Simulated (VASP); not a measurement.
# Nb (Im-3m) in VASP: a series of runs

Runs on Nb. Level: PBE. Tasks: single point.

Everything below comes from runs of VASP 6.6.1. Logs are shortened: lines on timing, memory, paths and dates and some standing lists are left out, and cuts for length are marked.

### Step 1. The cell of the first run

The structure is cubic, space group Im-3m (No. 229). The conventional cell has a = 3.310 Å, b = 3.310 Å, c = 3.310 Å, α = 90.00°, β = 90.00°, γ = 90.00°. Within 3.8 Å of Nb (site symmetry m-3m) lie 14 Nb at 2.87 to 3.31 Å.

### Step 2. Single point, PBE

The input, INCAR:

```
ALGO = Normal
EDIFF = 1E-6
ENCUT = 500
GGA = PE
GGA_COMPAT = F
ISIF = 2
ISMEAR = -1
LASPH = T
LCHARG = F
LREAL = F
LWAVE = F
NBANDS = 12
NELM = 120
PREC = Accurate
SIGMA = 0.1
```

The input, KPOINTS:

```
k-points
0
Gamma
  4 4 4
```

The input, POSCAR:

```
Nb
1.0
    1.6549130827      1.6549130827      1.6549130827
   -1.6549130827      1.6549130827      1.6549130827
   -1.6549130827     -1.6549130827      1.6549130827
Nb
1
Direct
    0.0000000000      0.0000000000      0.0000000000
```

Potentials or basis: VASP PAW PBE potentials, release 64 (Nb_sv).

On the command line:

```sh
> cat potpaw_PBE.64/Nb_sv/POTCAR > POTCAR
> mpirun -np 1 vasp_std > vasp.out
```

OUTCAR:

```text
EDIFF = 1E-6
   ENCUT = 500
   GGA = PE
   ISIF = 2
   ISMEAR = -1
   LASPH = T
   LREAL = F
   NELM = 120
   PREC = Accurate

 ion  position               nearest neighbor table
   1  0.000  0.000  0.000-

  LATTYP: Found a body centered cubic cell.
 ALAT       =     3.3098261654

  Lattice vectors:

 A1 = (   1.6549130827,  -1.6549130827,  -1.6549130827)
 A2 = (   1.6549130827,   1.6549130827,   1.6549130827)
 A3 = (  -1.6549130827,  -1.6549130827,   1.6549130827)

Analysis of symmetry for initial positions (statically):
=====================================================================
 Subroutine PRICEL returns:
 Original cell was already a primitive cell.

 Routine SETGRP: Setting up the symmetry group for a
 body centered cubic supercell.

 Subroutine GETGRP returns: Found 48 space group operations
 (whereof 48 operations were pure point group operations)
 out of a pool of 48 trial point group operations.

The static configuration has the point symmetry O_h .

Analysis of symmetry for dynamics (positions and initial velocities):
=====================================================================
 Subroutine PRICEL returns:
 Original cell was already a primitive cell.

 Routine SETGRP: Setting up the symmetry group for a
 body centered cubic supercell.

 Subroutine GETGRP returns: Found 48 space group operations
 (whereof 48 operations were pure point group operations)
 out of a pool of 48 trial point group operations.

The dynamic configuration has the point symmetry O_h .

 Subroutine INISYM returns: Found 48 space group operations
 (whereof 48 operations are pure point group operations),
 and found     1 'primitive' translations

----------------------------------------------------------------------------------------

                                     Primitive cell

  volume of cell :      18.1295

  direct lattice vectors                    reciprocal lattice vectors
     1.654913083  1.654913083  1.654913083     0.302130671  0.000000000  0.302130671
    -1.654913083  1.654913083  1.654913083    -0.302130671  0.302130671  0.000000000
    -1.654913083 -1.654913083  1.654913083     0.000000000 -0.302130671  0.302130671

  length of vectors
     2.866393541  2.866393541  2.866393541     0.427277292  0.427277292  0.427277292

  position of ions in fractional coordinates (direct lattice)
     0.000000000  0.000000000  0.000000000

  ion indices of the primitive-cell ions
   primitive index   ion index
                 1           1

----------------------------------------------------------------------------------------

 KPOINTS: k-points

Automatic generation of k-mesh.
 Grid dimensions read from file:
 generate k-points for:    4    4    4

 Generating k-lattice:

  Cartesian coordinates                     Fractional coordinates (reciprocal lattice)
     0.075532668  0.000000000  0.075532668     0.250000000  0.000000000  0.000000000
    -0.075532668  0.075532668  0.000000000     0.000000000  0.250000000  0.000000000
     0.000000000 -0.075532668  0.075532668     0.000000000  0.000000000  0.250000000

  Length of vectors
     0.106819323  0.106819323  0.106819323

  Shift w.r.t. Gamma in fractional coordinates (k-lattice)
     0.000000000  0.000000000  0.000000000

 Subroutine IBZKPT returns following result:
 ===========================================

 Found      8 irreducible k-points:

 Following reciprocal coordinates:
            Coordinates               Weight
  0.000000  0.000000  0.000000      1.000000
  0.250000  0.000000  0.000000     12.000000
  0.500000  0.000000  0.000000      6.000000
  0.500000  0.250000  0.000000     24.000000
  0.250000  0.250000  0.250000      6.000000
  0.500000  0.250000  0.250000     12.000000
  0.250000 -0.250000  0.250000      2.000000
  0.500000  0.500000  0.500000      1.000000
   k-points           NKPTS =      8   k-points in BZ     NKDIM =      8   number of bands    NBANDS=     12
   number of dos      NEDOS =    301   number of ions     NIONS =      1
   total plane-waves  NPLWV =  13824
   dimension x,y,z NGX =    24 NGY =   24 NGZ =   24
   dimension x,y,z NGXF=    48 NGYF=   48 NGZF=   48
   ions per type =               1
   NGX,Y,Z   is equivalent  to a cutoff of  13.92, 13.92, 13.92 a.u.
   NGXF,Y,Z  is equivalent  to a cutoff of  27.84, 27.84, 27.84 a.u.
 SYSTEM =  unknown system
   PREC   = accura    normal or accurate (medium, high low for compatibility)
   ISTART =      0    job   : 0-new  1-cont  2-samecut
   ICHARG =      2    charge: 1-file 2-atom 10-const
   ISPIN  =      1    spin polarized calculation?
   LNONCOLLINEAR =      F non collinear calculations
   LSORBIT =      F    spin-orbit coupling
   LASPH  =      T    aspherical Exc in radial PAW
   ENCUT  =  500.0 eV  36.75 Ry    6.06 a.u.   5.23  5.23  5.23*2*pi/ulx,y,z
   NELM   =    120;   NELMIN=  2; NELMDL= -5     # of ELM steps
   EDIFF  = 0.1E-05   stopping-criterion for ELM
   LREAL  =      F    real-space projection
   EDIFFG = 0.1E-04   stopping-criterion for IOM
   NSW    =      0    number of steps for IOM
   IBRION =     -1    ionic relax: 0-MD 1-quasi-New 2-CG
   NFREE  =      0    steps in history (QN), initial steepest desc. (CG)
   ISIF   =      2    stress and relaxation
   ISYM   =      2    0-nonsym 1-usesym 2-fastsym
   POTIM  = 0.5000    time-step for ionic-motion
   TEBEG  =    0.0;   TEEND  =   0.0 temperature during run
   PSTRESS=    0.0 pullay stress
   NELECT =      13.0000    total number of electrons
   NUPDOWN=      -1.0000    fix difference up-down
   EMIN   =  10.00;   EMAX   =-10.00  energy-range for DOS
   EFERMI =   0.00;   METHOD = LEGACY
   ISMEAR =    -1;   SIGMA  =   0.10  broadening in eV -4-tet -1-fermi 0-gaus
   EFERMI_NEDOS =   21; number of points for ismear=-14 and -15
   IALGO  =     38    algorithm
   IMIX   =      4    mixing-type and parameters
     AMIX     =   0.40;   BMIX     =  1.00
     AMIX_MAG =   1.60;   BMIX_MAG =  1.00
  volume/ion in A,a.u.               =      18.13       122.34
  Fermi-wavevector in a.u.,A,eV,Ry     =   1.465303  2.769021 29.213243  2.147113
  Thomas-Fermi vector in A             =   2.581176
   LORBIT       =      0    0 simple, 1 ext, 2 COOP (PROOUT), +10 PAW based schemes
   GGA     = PE    functional components
   LHFCALC =     F    Hartree Fock is set to
   AEXX    =    0.0000 exact exchange contribution
   IVDW    =     0    specifies the selected vdW correction
   LEPSILON=     F    determine dielectric tensor
   LRPA    =     F    only Hartree local field effects (RPA)
 non-spin polarized calculation
  energy-cutoff  :      500.00
  volume of cell :       18.13
 maximum number of plane-waves:       468
 NGX is ok and might be reduce to    24
   NGX = 11   NGY = 11   NGZ = 11

 number of electron      13.0000000 magnetization

 Free energy of the ion-electron system (eV)
  ---------------------------------------------------
  ext. energy  EPLUGINS =         0.00000000
  ---------------------------------------------------
  free energy    TOTEN  =       -10.26885146 eV

  energy without entropy =      -10.23046275  energy(sigma->0) =      -10.24965711

 E-fermi :  11.0125     XC(G=0): -12.4827

 val. band max:       10.9449670978   @ k =   0.2500   0.0000   0.0000
 cond. band min:      11.3930987504   @ k =   0.0000   0.0000   0.0000
 fundamental gap:      0.4481316526
 Fermi energy:        11.0125155609

 k-point     1 :       0.0000    0.0000    0.0000
  band No.  band energies     occupation
      1     -43.4011      2.00000
      2     -18.7053      2.00000
      3     -18.7053      2.00000
      4     -18.7053      2.00000
      5       5.1481      2.00000
      6      11.3931      0.04351
      7      11.3931      0.04351
      8      11.3931      0.04351
      9      14.2847      0.00000
     10      14.2847      0.00000
     11      25.2917      0.00000
     12      25.2917      0.00000

 k-point     2 :       0.2500    0.0000    0.0000
  band No.  band energies     occupation
      1     -43.2836      2.00000
      2     -19.3903      2.00000
      3     -18.9180      2.00000
      4     -18.7111      2.00000
      5       7.0780      2.00000
      6      10.2740      1.99876
      7      10.9450      1.32546
      8      13.6830      0.00000
      9      13.7703      0.00000
     10      14.4347      0.00000
     11      25.4067      0.00000
     12      26.9222      0.00000

 k-point     3 :       0.5000    0.0000    0.0000
  band No.  band energies     occupation
      1     -43.1633      2.00000
      2     -20.0259      2.00000
      3     -19.1227      2.00000
      4     -18.7173      2.00000
      5       7.3646      2.00000
      6       9.3988      2.00000
      7      13.3298      0.00000
      8      14.3054      0.00000
      9      14.9792      0.00000
     10      17.3203      0.00000
     11      22.6937      0.00000
     12      22.9649      0.00000

 k-point     4 :       0.5000    0.2500    0.0000
  band No.  band energies     occupation
      1     -43.1637      2.00000
      2     -19.7871      2.00000
      3     -19.2635      2.00000
      4     -18.8453      2.00000
      5       8.6327      2.00000
      6       9.6762      2.00000
      7      10.7004      1.91554
      8      13.9284      0.00000
      9      15.0685      0.00000
     10      18.3233      0.00000
     11      22.9987      0.00000
     12      24.9731      0.00000

 k-point     5 :       0.2500    0.2500    0.2500
  band No.  band energies     occupation
      1     -43.1831      2.00000
      2     -19.4170      2.00000
      3     -19.1498      2.00000
      4     -19.1498      2.00000
      5       8.5634      2.00000
      6       9.9955      1.99992
      7      11.9900      0.00011
      8      11.9900      0.00011
      9      13.5188      0.00000
     10      15.7234      0.00000
     11      25.6759      0.00000
     12      29.1309      0.00000

 k-point     6 :       0.5000    0.2500    0.2500
  band No.  band energies     occupation
      1     -43.0808      2.00000
      2     -19.8222      2.00000
      3     -19.3721      2.00000
      4     -19.1775      2.00000
      5       8.3341      2.00000
      6       9.2911      2.00000
      7      11.8520      0.00045
      8      12.7715      0.00000
      9      16.9267      0.00000
     10      19.0115      0.00000
     11      22.0447      0.00000
     12      24.7707      0.00000

 k-point     7 :       0.2500   -0.2500    0.2500
  band No.  band energies     occupation
      1     -43.1448      2.00000
      2     -19.3754      2.00000
      3     -19.3754      2.00000
      4     -19.3754      2.00000
      5       9.9578      1.99995
      6       9.9578      1.99995
      7       9.9578      1.99995
      8      15.1095      0.00000
      9      15.1095      0.00000
     10      20.3972      0.00000
     11      22.8986      0.00000
     12      22.8986      0.00000

 k-point     8 :       0.5000    0.5000    0.5000
  band No.  band energies     occupation
      1     -42.9970      2.00000
      2     -19.6105      2.00000
      3     -19.6105      2.00000
      4     -19.6105      2.00000
      5       7.3792      2.00000
      6       7.3792      2.00000
      7      16.5630      0.00000
      8      16.5630      0.00000
      9      16.5630      0.00000
     10      20.0913      0.00000
     11      20.0913      0.00000
     12      20.0913      0.00000

------------------------ aborting loop because EDIFF is reached ----------------------------------------

  FORCE on cell =-STRESS in cart. coord.  units (eV):
  Direction    XX          YY          ZZ          XY          YZ          ZX
  --------------------------------------------------------------------------------------
  -------------------------------------------------------------------------------------
  Total        0.3708402      0.3708402      0.3708402     -0.0000000      0.0000000      0.0000000
  in kB       32.7726718     32.7726718     32.7726718     -0.0000000      0.0000000      0.0000000
  external PRESSURE =      32.7726718 kB  Pullay stress =       0.0000000 kB

 VOLUME and BASIS-vectors are now :
 -----------------------------------------------------------------------------
  energy-cutoff  :      500.00
  volume of cell :       18.13
      direct lattice vectors                 reciprocal lattice vectors
     1.654913083  1.654913083  1.654913083     0.302130671  0.000000000  0.302130671
    -1.654913083  1.654913083  1.654913083    -0.302130671  0.302130671  0.000000000
    -1.654913083 -1.654913083  1.654913083     0.000000000 -0.302130671  0.302130671

 POSITION                                       TOTAL-FORCE (eV/Angst)
 -----------------------------------------------------------------------------------
      0.00000      0.00000      0.00000        -0.000000      0.000000      0.000000
 -----------------------------------------------------------------------------------
    total drift:                                0.000000      0.000000      0.000000

  FREE ENERGIE OF THE ION-ELECTRON SYSTEM (eV)
  ---------------------------------------------------
  free  energy   TOTEN  =       -10.2688514585 eV

  energy  without entropy=      -10.2304627534  energy(sigma->0) =      -10.24965711
```

It used 6.9 s of CPU time on 1 thread of AMD EPYC 7R13 Processor (Zen 3), with other jobs on the host.

Results:

| Property | Result |
| --- | --- |
| Free energy | -10.2689 eV |
| Pressure | 3.3 GPa |

Levels at points of the mesh, in eV from the Fermi level:
| k point | band 4 | band 5 | band 6 | band 7 | band 8 | band 9 |
| --- | --- | --- | --- | --- | --- | --- |
| (0.00, 0.00, 0.00) | -29.72 | -5.86 | 0.38 | 0.38 | 0.38 | 3.27 |
| (0.50, 0.00, 0.00) | -29.73 | -3.65 | -1.61 | 2.32 | 3.29 | 3.97 |
| (0.50, 0.50, 0.50) | -30.62 | -3.63 | -3.63 | 5.55 | 5.55 | 5.55 |

Caveat: the k points lie up to 0.67 Å⁻¹ apart.

### Step 3. Single point, PBE

The input, INCAR:

```
SYSTEM = Nb
PREC = Accurate
ENCUT = 500
EDIFF = 1E-6
ISMEAR = -1
SIGMA = 0.1
LREAL = .FALSE.
LASPH = .TRUE.
NELM = 120
ALGO = Normal
ISIF = 2
LWAVE = .FALSE.
LCHARG = .TRUE.
GGA = PE
LELF = .TRUE.
LVHAR = .TRUE.
NBANDS = 12
GGA_COMPAT = .FALSE.
```

The input, KPOINTS:

```
regular mesh
0
G
  4 4 4
  0 0 0
```

POSCAR is that of step 2.

Potentials or basis: VASP PAW PBE potentials, release 64 (Nb_sv).

On the command line:

```sh
> cat potpaw_PBE.64/Nb_sv/POTCAR > POTCAR
> mpirun -np 1 vasp_std > vasp.out
```

OUTCAR:

```text
SYSTEM = Nb
   PREC = Accurate
   ENCUT = 500
   EDIFF = 1E-6
   ISMEAR = -1
   LREAL = .FALSE.
   LASPH = .TRUE.
   NELM = 120
   ISIF = 2
   GGA = PE

 ion  position               nearest neighbor table
   1  0.000  0.000  0.000-

  LATTYP: Found a body centered cubic cell.
 ALAT       =     3.3098261654

  Lattice vectors:

 A1 = (   1.6549130827,  -1.6549130827,  -1.6549130827)
 A2 = (   1.6549130827,   1.6549130827,   1.6549130827)
[... 280 lines left out ...]
     10      20.0913      0.00000
     11      20.0913      0.00000
     12      20.0913      0.00000

------------------------ aborting loop because EDIFF is reached ----------------------------------------

  FORCE on cell =-STRESS in cart. coord.  units (eV):
  Direction    XX          YY          ZZ          XY          YZ          ZX
  --------------------------------------------------------------------------------------
  -------------------------------------------------------------------------------------
  Total        0.3708402      0.3708402      0.3708402     -0.0000000      0.0000000      0.0000000
  in kB       32.7726718     32.7726718     32.7726718     -0.0000000      0.0000000      0.0000000
  external PRESSURE =      32.7726718 kB  Pullay stress =       0.0000000 kB

 VOLUME and BASIS-vectors are now :
 -----------------------------------------------------------------------------
  energy-cutoff  :      500.00
  volume of cell :       18.13
      direct lattice vectors                 reciprocal lattice vectors
     1.654913083  1.654913083  1.654913083     0.302130671  0.000000000  0.302130671
    -1.654913083  1.654913083  1.654913083    -0.302130671  0.302130671  0.000000000
    -1.654913083 -1.654913083  1.654913083     0.000000000 -0.302130671  0.302130671

 POSITION                                       TOTAL-FORCE (eV/Angst)
 -----------------------------------------------------------------------------------
      0.00000      0.00000      0.00000        -0.000000      0.000000      0.000000
 -----------------------------------------------------------------------------------
    total drift:                                0.000000      0.000000      0.000000

  FREE ENERGIE OF THE ION-ELECTRON SYSTEM (eV)
  ---------------------------------------------------
  free  energy   TOTEN  =       -10.2688514585 eV

  energy  without entropy=      -10.2304627534  energy(sigma->0) =      -10.24965711
```

stdout:

```text
POSCAR found type information on POSCAR Nb
 POSCAR found :  1 types and       1 ions
 scaLAPACK will be used
 LDA part: xc-table for (Slater+PW92), standard interpolation
 POSCAR, INCAR and KPOINTS ok, starting setup
 FFT: planning ... GRIDC
 FFT: planning ... GRID_SOFT
 FFT: planning ... GRID
 WAVECAR not read
 entering main loop
```

It used 4.9 s of CPU time on 1 thread of AMD EPYC 7R13 Processor (Zen 3), with other jobs on the host.

Results:

```
Free energy : -10.2689 eV
Pressure    : 3.3 GPa
```

Levels at points of the mesh, in eV from the Fermi level:
```csv
k point,band 4,band 5,band 6,band 7,band 8,band 9
"(0.00, 0.00, 0.00)",-29.72,-5.86,0.38,0.38,0.38,3.27
"(0.50, 0.00, 0.00)",-29.73,-3.65,-1.61,2.32,3.29,3.97
"(0.50, 0.50, 0.50)",-30.62,-3.63,-3.63,5.55,5.55,5.55
```

Caveat: the k points lie up to 0.67 Å⁻¹ apart.
